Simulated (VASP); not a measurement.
# C in VASP: single point with PBE

Aim: the single point of C with PBE.

All numbers are computed with VASP 6.6.1; they aren't measurements. Logs are shortened: lines on timing, memory, paths and dates and some standing lists are left out, and cuts for length are marked.

## Step 1: The cell of the first run

The cell holds a slab with vacuum, 2 atoms: a = 2.460 Å, b = 2.460 Å, c = 14.000 Å, α = 90.00°, β = 90.00°, γ = 120.00°.

## Step 2: Single point, PBE

File INCAR:

```
SYSTEM = C
PREC = Accurate
ENCUT = 520
EDIFF = 1E-6
ISMEAR = -1
SIGMA = 0.1
LREAL = .FALSE.
LASPH = .TRUE.
NELM = 120
ALGO = Normal
ISIF = 2
LWAVE = .FALSE.
LCHARG = .FALSE.
GGA = PE
NBANDS = 11
GGA_COMPAT = .FALSE.
NELMDL = -8
```

File KPOINTS:

```
Automatic mesh
0
G
  9 9 1
  0 0 0
```

File POSCAR:

```
C
1.0
    2.4600000000      0.0000000000      0.0000000000
   -1.2300000000      2.1304220000      0.0000000000
    0.0000000000      0.0000000000     14.0000000000
C
2
Direct
    0.3333330000      0.6666670000      0.5000000000
    0.6666670000      0.3333330000      0.5000000000
```

Potentials or basis: VASP PAW PBE potentials, release 64 (C).

On the command line:

```console
$ cat potpaw_PBE.64/C/POTCAR > POTCAR
$ mpirun -np 1 vasp_std > vasp.out
```

OUTCAR:

```text
SYSTEM = C
   PREC = Accurate
   ENCUT = 520
   EDIFF = 1E-6
   ISMEAR = -1
   LREAL = .FALSE.
   LASPH = .TRUE.
   NELM = 120
   ISIF = 2
   GGA = PE
   NELMDL = -8

 ion  position               nearest neighbor table
   1  0.333  0.667  0.500-   2 1.42   2 1.42   2 1.42
   2  0.667  0.333  0.500-   1 1.42   1 1.42   1 1.42

  LATTYP: Found a hexagonal cell.
 ALAT       =     2.4600000000
 C/A-ratio  =     5.6910569106

  Lattice vectors:

 A1 = (   2.4600000000,   0.0000000000,   0.0000000000)
 A2 = (  -1.2300000000,   2.1304220000,   0.0000000000)
 A3 = (   0.0000000000,   0.0000000000,  14.0000000000)

Analysis of symmetry for initial positions (statically):
=====================================================================
 Subroutine PRICEL returns:
 Original cell was already a primitive cell.

 Routine SETGRP: Setting up the symmetry group for a
 hexagonal supercell.

 Subroutine GETGRP returns: Found 24 space group operations
 (whereof 24 operations were pure point group operations)
 out of a pool of 24 trial point group operations.

The static configuration has the point symmetry D_6h.

Analysis of symmetry for dynamics (positions and initial velocities):
=====================================================================
 Subroutine PRICEL returns:
 Original cell was already a primitive cell.

 Routine SETGRP: Setting up the symmetry group for a
 hexagonal supercell.

 Subroutine GETGRP returns: Found 24 space group operations
 (whereof 24 operations were pure point group operations)
 out of a pool of 24 trial point group operations.

The dynamic configuration has the point symmetry D_6h.

 Subroutine INISYM returns: Found 24 space group operations
 (whereof 24 operations are pure point group operations),
 and found     1 'primitive' translations

----------------------------------------------------------------------------------------

                                     Primitive cell

  volume of cell :      73.3717

  direct lattice vectors                    reciprocal lattice vectors
     2.460000000  0.000000000  0.000000000     0.406504065  0.234695286  0.000000000
    -1.230000000  2.130422000  0.000000000     0.000000000  0.469390571  0.000000000
     0.000000000  0.000000000 14.000000000     0.000000000  0.000000000  0.071428571

  length of vectors
     2.460000000  2.459999573 14.000000000     0.469390490  0.469390571  0.071428571

  position of ions in fractional coordinates (direct lattice)
     0.333333000  0.666667000  0.500000000
     0.666667000  0.333333000  0.500000000

  ion indices of the primitive-cell ions
   primitive index   ion index
                 1           1
                 2           2

----------------------------------------------------------------------------------------

 KPOINTS: Automatic mesh

Automatic generation of k-mesh.
 Grid dimensions read from file:
 generate k-points for:    9    9    1

 Generating k-lattice:

  Cartesian coordinates                     Fractional coordinates (reciprocal lattice)
     0.045167118  0.026077254  0.000000000     0.111111111  0.000000000  0.000000000
     0.000000000  0.052154508  0.000000000     0.000000000  0.111111111  0.000000000
     0.000000000  0.000000000  0.071428571     0.000000000  0.000000000  1.000000000

  Length of vectors
     0.052154499  0.052154508  0.071428571

  Shift w.r.t. Gamma in fractional coordinates (k-lattice)
     0.000000000  0.000000000  0.000000000

 Subroutine IBZKPT returns following result:
 ===========================================

 Found     12 irreducible k-points:

 Following reciprocal coordinates:
            Coordinates               Weight
  0.000000  0.000000  0.000000      1.000000
  0.111111 -0.000000  0.000000      6.000000
  0.222222 -0.000000  0.000000      6.000000
  0.333333 -0.000000  0.000000      6.000000
  0.444444 -0.000000  0.000000      6.000000
  0.111111  0.111111  0.000000      6.000000
  0.222222  0.111111  0.000000     12.000000
  0.333333  0.111111  0.000000     12.000000
  0.444444  0.111111  0.000000      6.000000
  0.222222  0.222222  0.000000      6.000000
  0.333333  0.222222  0.000000     12.000000
  0.333333  0.333333  0.000000      2.000000
   k-points           NKPTS =     12   k-points in BZ     NKDIM =     12   number of bands    NBANDS=     11
   number of dos      NEDOS =    301   number of ions     NIONS =      2
   total plane-waves  NPLWV =  34992
   dimension x,y,z NGX =    18 NGY =   18 NGZ =  108
   dimension x,y,z NGXF=    36 NGYF=   36 NGZF=  216
   ions per type =               2
   NGX,Y,Z   is equivalent  to a cutoff of  12.16, 12.16, 12.82 a.u.
   NGXF,Y,Z  is equivalent  to a cutoff of  24.33, 24.33, 25.65 a.u.
 SYSTEM =  C
   PREC   = accura    normal or accurate (medium, high low for compatibility)
   ISTART =      0    job   : 0-new  1-cont  2-samecut
   ICHARG =      2    charge: 1-file 2-atom 10-const
   ISPIN  =      1    spin polarized calculation?
   LNONCOLLINEAR =      F non collinear calculations
   LSORBIT =      F    spin-orbit coupling
   LASPH  =      T    aspherical Exc in radial PAW
   ENCUT  =  520.0 eV  38.22 Ry    6.18 a.u.   4.57  4.57 26.03*2*pi/ulx,y,z
   NELM   =    120;   NELMIN=  2; NELMDL= -8     # of ELM steps
   EDIFF  = 0.1E-05   stopping-criterion for ELM
   LREAL  =      F    real-space projection
[... 7 lines left out ...]
   TEBEG  =    0.0;   TEEND  =   0.0 temperature during run
   PSTRESS=    0.0 pullay stress
   NELECT =       8.0000    total number of electrons
   NUPDOWN=      -1.0000    fix difference up-down
   EMIN   =  10.00;   EMAX   =-10.00  energy-range for DOS
   EFERMI =   0.00;   METHOD = LEGACY
   ISMEAR =    -1;   SIGMA  =   0.10  broadening in eV -4-tet -1-fermi 0-gaus
   EFERMI_NEDOS =   21; number of points for ismear=-14 and -15
   IALGO  =     38    algorithm
   IMIX   =      4    mixing-type and parameters
     AMIX     =   0.40;   BMIX     =  1.00
     AMIX_MAG =   1.60;   BMIX_MAG =  1.00
  volume/ion in A,a.u.               =      36.69       247.57
  Fermi-wavevector in a.u.,A,eV,Ry     =   0.782099  1.477953  8.322402  0.611679
  Thomas-Fermi vector in A             =   1.885753
   LORBIT       =      0    0 simple, 1 ext, 2 COOP (PROOUT), +10 PAW based schemes
   GGA     = PE    functional components
   LHFCALC =     F    Hartree Fock is set to
   AEXX    =    0.0000 exact exchange contribution
   IVDW    =     0    specifies the selected vdW correction
   LEPSILON=     F    determine dielectric tensor
   LRPA    =     F    only Hartree local field effects (RPA)
 non-spin polarized calculation
  energy-cutoff  :      520.00
  volume of cell :       73.37
 maximum number of plane-waves:      2002
   NGX =  9   NGY =  9   NGZ = 53

 number of electron       7.9999997 magnetization

 Free energy of the ion-electron system (eV)
  ---------------------------------------------------
  ext. energy  EPLUGINS =         0.00000000
  ---------------------------------------------------
  free energy    TOTEN  =       -18.43984288 eV

  energy without entropy =      -18.43299693  energy(sigma->0) =      -18.43641990

 E-fermi :  -2.0722     XC(G=0):  -3.0673

 val. band max:       -2.0722550193   @ k =   0.3333   0.3333   0.0000
 cond. band min:      -2.0722019558   @ k =   0.3333   0.3333   0.0000
 fundamental gap:      0.0000530634
 Fermi energy:        -2.0722285780

 k-point     1 :       0.0000    0.0000    0.0000
  band No.  band energies     occupation
      1     -21.6534      2.00000
      2      -9.7388      2.00000
      3      -5.1154      2.00000
      4      -5.1153      2.00000
      5       1.1484      0.00000
      6       2.1067      0.00000
      7       2.7346      0.00000
      8       4.9405      0.00000
      9       5.8202      0.00000
     10       6.2810      0.00000
     11       6.2811      0.00000

 k-point     2 :       0.1111   -0.0000    0.0000
  band No.  band energies     occupation
      1     -21.3607      2.00000
      2      -9.3892      2.00000
      3      -6.2338      2.00000
      4      -5.6913      2.00000
      5       1.5466      0.00000
      6       2.5074      0.00000
      7       3.1390      0.00000
      8       5.3368      0.00000
      9       6.1599      0.00000
     10       6.4239      0.00000
     11       7.4930      0.00000

 k-point     3 :       0.2222   -0.0000    0.0000
  band No.  band energies     occupation
      1     -20.4884      2.00000
      2      -8.7905      2.00000
      3      -8.3584      2.00000
      4      -6.8520      2.00000
      5       2.7401      0.00000
      6       3.7006      0.00000
      7       4.3513      0.00000
      8       5.9569      0.00000
      9       6.1219      0.00000
     10       6.5511      0.00000
     11       7.4327      0.00000

 k-point     4 :       0.3333   -0.0000    0.0000
  band No.  band energies     occupation
      1     -19.0575      2.00000
      2     -11.7301      2.00000
      3      -7.8765      2.00000
      4      -6.7268      2.00000
      5       2.8637      0.00000
      6       4.7135      0.00000
      7       5.6970      0.00000
      8       5.7221      0.00000
      9       6.3890      0.00000
     10       8.4887      0.00000
     11       9.3961      0.00000
[... 71 lines left out ...]
 k-point    10 :       0.2222    0.2222    0.0000
  band No.  band energies     occupation
      1     -18.2200      2.00000
      2     -11.7677      2.00000
      3     -10.2552      2.00000
      4      -5.7690      2.00000
      5       1.8977      0.00000
      6       5.9060      0.00000
      7       6.8019      0.00000
      8       7.5841      0.00000
      9       9.4052      0.00000
     10       9.4214      0.00000
     11      10.3085      0.00000

 k-point    11 :       0.3333    0.2222    0.0000
  band No.  band energies     occupation
      1     -16.3620      2.00000
      2     -13.8908      2.00000
      3     -11.2562      2.00000
      4      -3.8843      2.00000
      5      -0.3528      0.00000
      6       8.5937      0.00000
      7       8.8269      0.00000
      8       9.4888      0.00000
      9      10.3944      0.00000
     10      10.6287      0.00000
     11      11.3937      0.00000

 k-point    12 :       0.3333    0.3333    0.0000
  band No.  band energies     occupation
      1     -14.6943      2.00000
      2     -14.6943      2.00000
      3     -12.6852      2.00000
      4      -2.0723      1.00013
      5      -2.0722      0.99987
      6       8.5478      0.00000
      7      10.8531      0.00000
      8      10.8531      0.00000
      9      11.4419      0.00000
     10      13.0599      0.00000
     11      13.2022      0.00000

------------------------ aborting loop because EDIFF is reached ----------------------------------------

  FORCE on cell =-STRESS in cart. coord.  units (eV):
  Direction    XX          YY          ZZ          XY          YZ          ZX
  --------------------------------------------------------------------------------------
  -------------------------------------------------------------------------------------
  Total        0.4587946      0.4587943     -0.0110418      0.0000000     -0.0000000     -0.0000000
  in kB       10.0184389     10.0184342     -0.2411126      0.0000000     -0.0000000     -0.0000000
  external PRESSURE =       6.5985868 kB  Pullay stress =       0.0000000 kB

 VOLUME and BASIS-vectors are now :
 -----------------------------------------------------------------------------
  energy-cutoff  :      520.00
  volume of cell :       73.37
      direct lattice vectors                 reciprocal lattice vectors
     2.460000000  0.000000000  0.000000000     0.406504065  0.234695286  0.000000000
    -1.230000000  2.130422000  0.000000000     0.000000000  0.469390571  0.000000000
     0.000000000  0.000000000 14.000000000     0.000000000  0.000000000  0.071428571

 POSITION                                       TOTAL-FORCE (eV/Angst)
 -----------------------------------------------------------------------------------
     -0.00000      1.42028      7.00000         0.000000      0.000000      0.000000
      1.23000      0.71014      7.00000        -0.000000     -0.000000      0.000000
 -----------------------------------------------------------------------------------
    total drift:                               -0.000000      0.000000      0.000000

  FREE ENERGIE OF THE ION-ELECTRON SYSTEM (eV)
  ---------------------------------------------------
  free  energy   TOTEN  =       -18.4398428798 eV

  energy  without entropy=      -18.4329969279  energy(sigma->0) =      -18.43641990
```

It took 28 s on 1 thread of AMD EPYC 7R13, shared host; peak memory 0.14 GiB.

What came out:

```yaml
Free_energy: -18.4398 eV
Band_gap_on_the_k_mesh: zero (filled and empty bands touch)
```

Levels at points of the mesh, in eV from the Fermi level:
| k point | band 2 | band 3 | band 4 | band 5 | band 6 | band 7 |
| --- | --- | --- | --- | --- | --- | --- |
| (0.00, 0.00, 0.00) | -7.67 | -3.04 | -3.04 | 3.22 | 4.18 | 4.81 |
